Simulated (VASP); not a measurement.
Here is a VASP 6.6.1 calculation.

The input INCAR:

```
ALGO     = Normal         # electronic algorithm
EDIFF    = 1E-7           # SCF threshold, eV
EDIFFG   = -0.001         # ionic threshold
ENCUT    = 600            # plane-wave cutoff, eV
GGA      = PS             # functional
IBRION   = 2              # ionic algorithm
ISIF     = 3              # what is computed and relaxed
ISMEAR   = 0              # smearing method
LASPH    = True           # aspherical terms in the spheres
LCHARG   = False          # write CHGCAR
LREAL    = False          # projectors in reciprocal space
LWAVE    = False          # write WAVECAR
NELM     = 60             # most SCF steps
NSW      = 80             # ionic steps
PREC     = Accurate       # precision mode
SIGMA    = 0.01           # smearing width, eV
```

The input KPOINTS:

```
k-points
0
Gamma
  5 5 5
```

POSCAR

```
Al2O3
1.0
    2.3795000000      1.3738049655      4.3303333333
   -2.3795000000      1.3738049655      4.3303333333
    0.0000000000     -2.7476099311      4.3303333333
Al O
4 6
Direct
    0.3522000000      0.3522000000      0.3522000000
    0.6478000000      0.6478000000      0.6478000000
    0.1478000000      0.1478000000      0.1478000000
    0.8522000000      0.8522000000      0.8522000000
    0.5563000000      0.9437000000      0.2500000000
    0.4437000000      0.0563000000      0.7500000000
    0.2500000000      0.5563000000      0.9437000000
    0.7500000000      0.4437000000      0.0563000000
    0.9437000000      0.2500000000      0.5563000000
    0.0563000000      0.7500000000      0.4437000000
```

Potentials or basis: VASP PAW PBE potentials, release 64 (Al, O).

Command:

```sh
$ cat potpaw_PBE.64/Al/POTCAR potpaw_PBE.64/O/POTCAR > POTCAR
$ mpirun -np 1 vasp_std > vasp.out
```

Question: Estimate the relaxed cell.

Answer: a = 5.138 Å, b = 5.138 Å, c = 5.138 Å, α = 55.35°, β = 55.35°, γ = 55.35°.

Question: What does it give for the relaxed volume?

Answer: 8.55 Å³/atom.

Question: Predict the space group after relaxing (to 0.05 Å).

Answer: R-3c (No. 167).

The path:
```csv
step,energy change (eV),largest force (eV/Å),pressure (GPa),volume (Å³)
1,0.0000,0.0525,1.77,84.93
2,-0.0013,0.0223,-1.55,86.09
3,-0.0040,0.0247,-0.08,85.57
4,-0.0040,0.0051,0.02,85.54
5,-0.0041,0.0034,0.00,85.54
6,-0.0041,0.0037,0.01,85.54
7,-0.0041,0.0017,0.00,85.54
8,-0.0041,0.0007,0.00,85.55
```

Caveat: the PAW data sets were made with another functional, which shifts forces and pressure a little.
